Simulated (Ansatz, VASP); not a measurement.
## One calculation of Cu, two programs

The input POSCAR:

```
Cu
1.0
   -1.4427933200      1.4427933200      1.3760814500
    1.4427933200     -1.4427933200      1.3760814500
    1.4427933200      1.4427933200     -1.3760814500
Cu
1
Direct
    0.0000000000      0.0000000000      0.0000000000
```

File INCAR.step1:

```
SYSTEM = Cu
  PREC = Accurate
  ENCUT = 520
  ISMEAR = 0
  SIGMA = 0.1
  LREAL = .False.
  LASPH = .True.
  NELM = 80
  NBANDS = 12
  GGA = PE
  ALGO = Normal
  EDIFF = 1E-4
  LWAVE = .True.
  LCHARG = .False.
```

INCAR.step2

```
SYSTEM = Cu
  PREC = Accurate
  ENCUT = 520
  EDIFF = 1E-6
  ISMEAR = 0
  SIGMA = 0.1
  LREAL = .False.
  LASPH = .True.
  NELM = 80
  ALGO = Normal
  ISIF = 2
  LWAVE = .False.
  LCHARG = .True.
  METAGGA = R2SCAN
  LMIXTAU = .True.
  LELF = .True.
  LVHAR = .True.
  NBANDS = 12
  ISTART = 1
```

Contents of KPOINTS:

```
Automatic mesh
0
Gamma
  20 20 20
  0 0 0
```

Input for Ansatz:

```yaml
crystal:
  lattice:
    - [-1.44279332, 1.44279332, 1.37608145]
    - [1.44279332, -1.44279332, 1.37608145]
    - [1.44279332, 1.44279332, -1.37608145]
  atoms:
    - { symbol: Cu, position: [0.0, 0.0, 0.0] }
basis:
  ecutwfc: 500
kpoints:
  mp_grid: { grid: [20, 20, 20] }
hamiltonian:
  xc: r2scan
scf:
  occupations: { method: gaussian, width: 0.1 }
output:
  forces: true
  stress: true
  eigenvalues: true
  populations: true
```

Alike in both runs: task single point; functional r2SCAN; k mesh 20 × 20 × 20; occupations gaussian, width 0.1 eV; no spin polarisation.

|  | VASP | Ansatz |
| --- | --- | --- |
| version | VASP 6.6.1 | Ansatz 0.2.0 |
| potentials or method | VASP PAW PBE potentials, release 64 (Cu), cutoff 520 eV | scalar-relativistic, plane waves, PAW |
| valence electrons in the cell | 11 | 19 |

VASP gave:

| Property | Result |
| --- | --- |
| gap on the k mesh at the Fermi level (eV) | none |
| pressure (GPa) | 1.0 |
| traceless stress, the component that is largest in VASP (GPa) | -0.28 |

Q: Which values does Ansatz return?

A: gap on the k mesh at the Fermi level (eV): none; pressure (GPa): 0.3; traceless stress, the component that is largest in VASP (GPa): -0.22.

VASP's potentials were made for PBE, not for r2SCAN. A gap of «none» marks a metal or a gap that the smearing closes. VASP's potentials hold 11 valence electrons a cell and Ansatz's 19, so a difference there can come from the potentials and not from the codes.
